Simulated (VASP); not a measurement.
Ir, 1 atom in the cell. Symmetry: Fm-3m, No. 225, cubic system. Conventional cell: a = 3.854 Å, b = 3.854 Å, c = 3.854 Å, α = 90.00°, β = 90.00°, γ = 90.00°. Within 3.6 Å of Ir (site symmetry m-3m) lie 12 Ir at 2.73 Å. 

* Program: VASP 6.6.1
* Task: single point
* Functional: PBE
* Potentials or basis: VASP PAW PBE potentials, release 64 (Ir)
* Cutoff: 520 eV
* k mesh: 10 × 10 × 10
* Occupations: methfessel-paxton, width 0.049 eV
* Spin: no spin polarisation
* Hubbard terms: Ir d U = 7.0 eV, J = 0.59 eV
* Dipole correction: no
* LDAUTYPE: 1
* Hund's J: 0.59
* Further INCAR settings: ALGO = Normal; EDIFF = 1e-06; NBANDS = 10

Potentials or basis: VASP PAW PBE potentials, release 64 (Ir).

Launch:

```sh
$ cat potpaw_PBE.64/Ir/POTCAR > POTCAR
$ mpirun -np 1 vasp_std > vasp.out
```

Hardware: 1 thread of Intel Xeon 8259CL, with other jobs on the host.

Estimate the wall time of this run.

Wall time 15 s on 1 thread of Intel Xeon 8259CL, on a shared host, peak memory 0.13 GiB. Counts: scf iterations 16, k points 47.
